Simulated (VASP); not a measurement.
# VH2 (I4/mmm) in VASP: single point with PBEsol

Aim: the single point of VH2 with PBEsol.

All numbers are computed with VASP 6.6.1; they aren't measurements. Logs are shortened: lines on timing, memory, paths and dates and some standing lists are left out, and cuts for length are marked.

## Step 1: The cell of the first run

Symmetry: I4/mmm, No. 139, tetragonal system. Conventional cell: a = 3.033 Å, b = 3.033 Å, c = 4.089 Å, α = 90.00°, β = 90.00°, γ = 90.00°. Within 2.4 Å of V (site symmetry 4/mmm) lie 8 H at 1.83 Å. H (site symmetry -4m2) has 4 V at 1.83 Å and 6 H at 2.04 to 2.14 Å within 2.4 Å.

## Step 2: Single point, PBEsol (biaxial strain in the a-b plane: +3.0 %)

The input, INCAR:

```
SYSTEM = VH2
PREC = Accurate
ENCUT = 520
EDIFF = 1E-6
ISMEAR = 0
SIGMA = 0.1
LREAL = .False.
LASPH = .True.
NELM = 100
ALGO = Normal
ISIF = 2
LWAVE = .False.
LCHARG = .False.
GGA = PS
NBANDS = 24
```

The input, KPOINTS:

```
Automatic mesh
0
Gamma
  12 12 8
  0 0 0
```

The input, POSCAR:

```
VH2
1.0
    2.1445508823      2.1445508823      0.0000000000
   -2.1445508823      2.1445508823      0.0000000000
    0.0000000000      0.0000000000      4.0892212941
V H
2 4
Direct
    0.0000000000      0.0000000000      0.0000000000
    0.5000000000      0.5000000000      0.5000000000
    0.0000000000      0.5000000000      0.7500000000
    0.5000000000      0.0000000000      0.7500000000
    0.5000000000      0.0000000000      0.2500000000
    0.0000000000      0.5000000000      0.2500000000
```

Potentials or basis: VASP PAW PBE potentials, release 64 (V_sv, H).

Run with:

```sh
$ cat potpaw_PBE.64/V_sv/POTCAR potpaw_PBE.64/H/POTCAR > POTCAR
$ mpirun -np 1 vasp_std > vasp.out
```

OUTCAR:

```text
SYSTEM = VH2
   PREC = Accurate
   ENCUT = 520
   EDIFF = 1E-6
   ISMEAR = 0
   LREAL = .False.
   LASPH = .True.
   NELM = 100
   ISIF = 2
   GGA = PS

 ion  position               nearest neighbor table
   1  0.000  0.000  0.000-   3 1.83   4 1.83   5 1.83   6 1.83   3 1.83   6 1.83   4 1.83   5 1.83

   2  0.500  0.500  0.500-   3 1.83   4 1.83   5 1.83   6 1.83   4 1.83   5 1.83   3 1.83   6 1.83

   3  0.000  0.500  0.750-   1 1.83   2 1.83   1 1.83   2 1.83
   4  0.500  0.000  0.750-   1 1.83   2 1.83   2 1.83   1 1.83
   5  0.500  0.000  0.250-   1 1.83   2 1.83   2 1.83   1 1.83
   6  0.000  0.500  0.250-   1 1.83   2 1.83   1 1.83   2 1.83

  LATTYP: Found a simple tetragonal cell.
 ALAT       =     3.0328529429
 C/A-ratio  =     1.3483084643

  Lattice vectors:

 A1 = (   2.1445508823,   2.1445508823,   0.0000000000)
 A2 = (  -2.1445508823,   2.1445508823,   0.0000000000)
 A3 = (   0.0000000000,   0.0000000000,   4.0892212941)

Analysis of symmetry for initial positions (statically):
=====================================================================
 Subroutine PRICEL returns following result:

  LATTYP: Found a body centered tetragonal cell.
 ALAT       =     3.0328529429
 C/A-ratio  =     1.3483084643

  Lattice vectors:

 A1 = (   0.0000000000,  -2.1445508823,  -2.0446106470)
 A2 = (   0.0000000000,   2.1445508823,  -2.0446106471)
 A3 = (   2.1445508823,   0.0000000000,   2.0446106470)

   2 primitive cells build up your supercell.

 Routine SETGRP: Setting up the symmetry group for a
 simple tetragonal supercell.

 Subroutine GETGRP returns: Found 16 space group operations
 (whereof 16 operations were pure point group operations)
 out of a pool of 16 trial point group operations.

The static configuration has the point symmetry D_4h.

Analysis of symmetry for dynamics (positions and initial velocities):
=====================================================================
 Subroutine PRICEL returns following result:

  LATTYP: Found a body centered tetragonal cell.
 ALAT       =     3.0328529429
 C/A-ratio  =     1.3483084643

  Lattice vectors:

 A1 = (   0.0000000000,  -2.1445508823,  -2.0446106470)
 A2 = (   0.0000000000,   2.1445508823,  -2.0446106471)
 A3 = (   2.1445508823,   0.0000000000,   2.0446106470)

   2 primitive cells build up your supercell.

 Routine SETGRP: Setting up the symmetry group for a
 simple tetragonal supercell.

 Subroutine GETGRP returns: Found 16 space group operations
 (whereof 16 operations were pure point group operations)
 out of a pool of 16 trial point group operations.

The dynamic configuration has the point symmetry D_4h.

 Subroutine INISYM returns: Found 16 space group operations
 (whereof 16 operations are pure point group operations),
 and found     2 'primitive' translations

----------------------------------------------------------------------------------------

                                     Primitive cell

  volume of cell :      18.8067

  direct lattice vectors                    reciprocal lattice vectors
     0.000000000 -2.144550882 -2.044610647     0.233149050 -0.233149050 -0.244545337
     0.000000000  2.144550882 -2.044610647     0.233149050  0.233149050 -0.244545337
     2.144550882  0.000000000  2.044610647     0.466298099  0.000000000  0.000000000

  length of vectors
     2.963027368  2.963027368  2.963027368     0.410511121  0.410511121  0.466298099

  position of ions in fractional coordinates (direct lattice)
     0.000000000  0.000000000  0.000000000
     0.750000000  0.250000000  0.500000000
     0.250000000  0.750000000  0.500000000

  ion indices of the primitive-cell ions
   primitive index   ion index
                 1           1
                 2           3
                 3           4

----------------------------------------------------------------------------------------

 KPOINTS: Automatic mesh

Automatic generation of k-mesh.
 Grid dimensions read from file:
 generate k-points for:   12   12    8

 Generating k-lattice:

  Cartesian coordinates                     Fractional coordinates (reciprocal lattice)
     0.019429087  0.019429087  0.000000000     0.083333333  0.000000000  0.000000000
    -0.019429087  0.019429087  0.000000000     0.000000000  0.083333333  0.000000000
     0.000000000  0.000000000  0.030568167     0.000000000  0.000000000  0.125000000

  Length of vectors
     0.027476879  0.027476879  0.030568167

  Shift w.r.t. Gamma in fractional coordinates (k-lattice)
     0.000000000  0.000000000  0.000000000

 Subroutine IBZKPT returns following result:
 ===========================================

 Found    140 irreducible k-points:

 Following reciprocal coordinates:
            Coordinates               Weight
  0.000000  0.000000  0.000000      1.000000
  0.083333  0.000000  0.000000      4.000000
  0.166667  0.000000  0.000000      4.000000
  0.250000  0.000000  0.000000      4.000000
  0.333333  0.000000  0.000000      4.000000
  0.416667  0.000000  0.000000      4.000000
[... 16 lines left out ...]
  0.333333  0.333333  0.000000      4.000000
  0.416667  0.333333  0.000000      8.000000
 [... further k-points ...]
   k-points           NKPTS =    140   k-points in BZ     NKDIM =    140   number of bands    NBANDS=     24
   number of dos      NEDOS =    301   number of ions     NIONS =      6
   total plane-waves  NPLWV =  17280
   dimension x,y,z NGX =    24 NGY =   24 NGZ =   30
   dimension x,y,z NGXF=    48 NGYF=   48 NGZF=   60
   ions per type =               2   4
   NGX,Y,Z   is equivalent  to a cutoff of  13.16, 13.16, 12.20 a.u.
   NGXF,Y,Z  is equivalent  to a cutoff of  26.31, 26.31, 24.39 a.u.
 SYSTEM =  VH2
   PREC   = accura    normal or accurate (medium, high low for compatibility)
   ISTART =      0    job   : 0-new  1-cont  2-samecut
   ICHARG =      2    charge: 1-file 2-atom 10-const
   ISPIN  =      1    spin polarized calculation?
   LNONCOLLINEAR =      F non collinear calculations
   LSORBIT =      F    spin-orbit coupling
   LASPH  =      T    aspherical Exc in radial PAW
   ENCUT  =  520.0 eV  38.22 Ry    6.18 a.u.   5.64  5.64  7.60*2*pi/ulx,y,z
   NELM   =    100;   NELMIN=  2; NELMDL= -5     # of ELM steps
   EDIFF  = 0.1E-05   stopping-criterion for ELM
   LREAL  =      F    real-space projection
   EDIFFG = 0.1E-04   stopping-criterion for IOM
   NSW    =      0    number of steps for IOM
   IBRION =     -1    ionic relax: 0-MD 1-quasi-New 2-CG
   NFREE  =      0    steps in history (QN), initial steepest desc. (CG)
   ISIF   =      2    stress and relaxation
   ISYM   =      2    0-nonsym 1-usesym 2-fastsym
   POTIM  = 0.5000    time-step for ionic-motion
   TEBEG  =    0.0;   TEEND  =   0.0 temperature during run
   PSTRESS=    0.0 pullay stress
   NELECT =      30.0000    total number of electrons
   NUPDOWN=      -1.0000    fix difference up-down
   EMIN   =  10.00;   EMAX   =-10.00  energy-range for DOS
   EFERMI =   0.00;   METHOD = LEGACY
   ISMEAR =     0;   SIGMA  =   0.10  broadening in eV -4-tet -1-fermi 0-gaus
   EFERMI_NEDOS =   21; number of points for ismear=-14 and -15
   IALGO  =     38    algorithm
   IMIX   =      4    mixing-type and parameters
     AMIX     =   0.40;   BMIX     =  1.00
     AMIX_MAG =   1.60;   BMIX_MAG =  1.00
  volume/ion in A,a.u.               =       6.27        42.30
  Fermi-wavevector in a.u.,A,eV,Ry     =   1.518218  2.869016 31.361238  2.304986
  Thomas-Fermi vector in A             =   2.627368
   LORBIT       =      0    0 simple, 1 ext, 2 COOP (PROOUT), +10 PAW based schemes
   GGA     = PS    functional components
   LHFCALC =     F    Hartree Fock is set to
   AEXX    =    0.0000 exact exchange contribution
   IVDW    =     0    specifies the selected vdW correction
   LEPSILON=     F    determine dielectric tensor
   LRPA    =     F    only Hartree local field effects (RPA)
 non-spin polarized calculation
 Gauss-broadening in eV      SIGMA  =   0.10
  energy-cutoff  :      520.00
  volume of cell :       37.61
 maximum number of plane-waves:      1032
 NGX is ok and might be reduce to    24
   NGX = 11   NGY = 11   NGZ = 15

 number of electron      29.9999983 magnetization

 Free energy of the ion-electron system (eV)
  ---------------------------------------------------
  ext. energy  EPLUGINS =         0.00000000
  ---------------------------------------------------
  free energy    TOTEN  =       -34.10882459 eV

  energy without entropy =      -34.09354514  energy(sigma->0) =      -34.10118487

 E-fermi :   8.3362     XC(G=0): -12.4616

 val. band max:        8.3360530912   @ k =   0.5000   0.0000   0.0000
 cond. band min:       8.3424943402   @ k =   0.3333   0.1667   0.2500
 fundamental gap:      0.0064412490
 Fermi energy:         8.3362214477

 k-point     1 :       0.0000    0.0000    0.0000
  band No.  band energies     occupation
      1     -55.9771      2.00000
      2     -55.8962      2.00000
      3     -30.1235      2.00000
      4     -29.9170      2.00000
      5     -29.9170      2.00000
      6     -29.7717      2.00000
[... 16 lines left out ...]
     23      15.8913      0.00000
     24      15.8913      0.00000

 k-point     2 :       0.0833    0.0000    0.0000
  band No.  band energies     occupation
      1     -55.9747      2.00000
      2     -55.8966      2.00000
      3     -30.1157      2.00000
      4     -29.9266      2.00000
      5     -29.9137      2.00000
      6     -29.7865      2.00000
[... 16 lines left out ...]
     23      15.8233      0.00000
     24      16.1659      0.00000

 k-point     3 :       0.1667    0.0000    0.0000
  band No.  band energies     occupation
      1     -55.9678      2.00000
      2     -55.8978      2.00000
      3     -30.0933      2.00000
      4     -29.9524      2.00000
      5     -29.9041      2.00000
      6     -29.8274      2.00000
[... 16 lines left out ...]
     23      15.7699      0.00000
     24      16.9129      0.00000
[... 514 lines left out ...]
 k-point    23 :       0.3333    0.3333    0.0000
  band No.  band energies     occupation
      1     -55.9235      2.00000
      2     -55.9033      2.00000
      3     -30.0835      2.00000
      4     -30.0505      2.00000
      5     -29.9507      2.00000
      6     -29.8861      2.00000
[... 16 lines left out ...]
     23      15.3389      0.00000
     24      16.0761      0.00000

 k-point    24 :       0.4167    0.3333    0.0000
  band No.  band energies     occupation
      1     -55.9158      2.00000
      2     -55.9053      2.00000
      3     -30.1024      2.00000
      4     -30.0855      2.00000
      5     -29.9241      2.00000
      6     -29.8785      2.00000
[... 16 lines left out ...]
     23      15.5070      0.00000
     24      16.2031      0.00000

 [... further k-points ...]

------------------------ aborting loop because EDIFF is reached ----------------------------------------

  FORCE on cell =-STRESS in cart. coord.  units (eV):
  Direction    XX          YY          ZZ          XY          YZ          ZX
  --------------------------------------------------------------------------------------
  -------------------------------------------------------------------------------------
  Total       -2.2851881     -2.2851881     -0.4281543      0.0000000     -0.0000000      0.0000000
  in kB      -97.3395224    -97.3395224    -18.2375960      0.0000000     -0.0000000      0.0000000
  external PRESSURE =     -70.9722136 kB  Pullay stress =       0.0000000 kB

 VOLUME and BASIS-vectors are now :
 -----------------------------------------------------------------------------
  energy-cutoff  :      520.00
  volume of cell :       37.61
      direct lattice vectors                 reciprocal lattice vectors
     2.144550882  2.144550882  0.000000000     0.233149050  0.233149050  0.000000000
    -2.144550882  2.144550882  0.000000000    -0.233149050  0.233149050  0.000000000
     0.000000000  0.000000000  4.089221294     0.000000000  0.000000000  0.244545337

 POSITION                                       TOTAL-FORCE (eV/Angst)
 -----------------------------------------------------------------------------------
      0.00000      0.00000      0.00000        -0.000000      0.000000     -0.000000
      0.00000      2.14455      2.04461        -0.000000     -0.000000      0.000000
     -1.07228      1.07228      3.06692         0.000000      0.000000     -0.000000
      1.07228      1.07228      3.06692         0.000000      0.000000     -0.000000
      1.07228      1.07228      1.02231         0.000000      0.000000     -0.000000
     -1.07228      1.07228      1.02231         0.000000      0.000000     -0.000000
 -----------------------------------------------------------------------------------
    total drift:                               -0.000000      0.000000     -0.000000

  FREE ENERGIE OF THE ION-ELECTRON SYSTEM (eV)
  ---------------------------------------------------
  free  energy   TOTEN  =       -34.1088245902 eV

  energy  without entropy=      -34.0935451447  energy(sigma->0) =      -34.10118487
```

Run time: 31 s. Hardware: 1 thread of Intel Xeon 6975P-C (Granite Rapids), shared host; peak memory 0.22 GiB.

What came out:

* Free energy: -34.1088 eV
* Pressure: -7.1 GPa
* Band gap on the k mesh: zero (bands 15 and 16 overlap by 2.31 eV)

Stress tensor (GPa, compression positive):
```
-9.73  0.00  0.00
 0.00 -9.73  0.00
 0.00  0.00 -1.82
```

Caveat: the cell differs from its parent crystal (biaxial strain in the a-b plane: +3.0 %); the cell stands under tension; the PAW data sets were made with another functional, which shifts forces and pressure a little.
